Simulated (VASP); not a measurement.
Input of a VASP 6.6.1 run:

File INCAR:

```
PREC = Accurate
ENCUT = 520
EDIFF = 1E-7
ISMEAR = -1
SIGMA = 0.05
LREAL = F
LASPH = T
NELM = 100
ALGO = Normal
ISIF = 2
LWAVE = F
LCHARG = F
GGA = CA
NBANDS = 15
```

Contents of KPOINTS:

```
Automatic mesh
0
Gamma
  7 7 7
```

The input POSCAR:

```
KCl
1.0
    3.8897175305      0.0000000000      0.0000000000
    0.0000000000      3.8897175305      0.0000000000
    0.0000000000      0.0000000000      3.8897175305
K Cl
1 1
Direct
    0.0000000000      0.0000000000      0.0000000000
    0.5000000000      0.5000000000      0.5000000000
```

Potentials or basis: VASP PAW LDA potentials, release 64 (K_sv, Cl).

Command:

```sh
$ cat potpaw_LDA.64/K_sv/POTCAR potpaw_LDA.64/Cl/POTCAR > POTCAR
$ mpirun -np 1 vasp_std > vasp.out
```

Task: Predict the band gap on the k mesh.

Result: 4.24 eV (least direct gap 4.42 eV).

Task: Predict the pressure.

Result: -3.5 GPa.

Caveat: the cell stands under tension; an odd mesh through Γ misses points on the zone boundary, where band edges can lie.
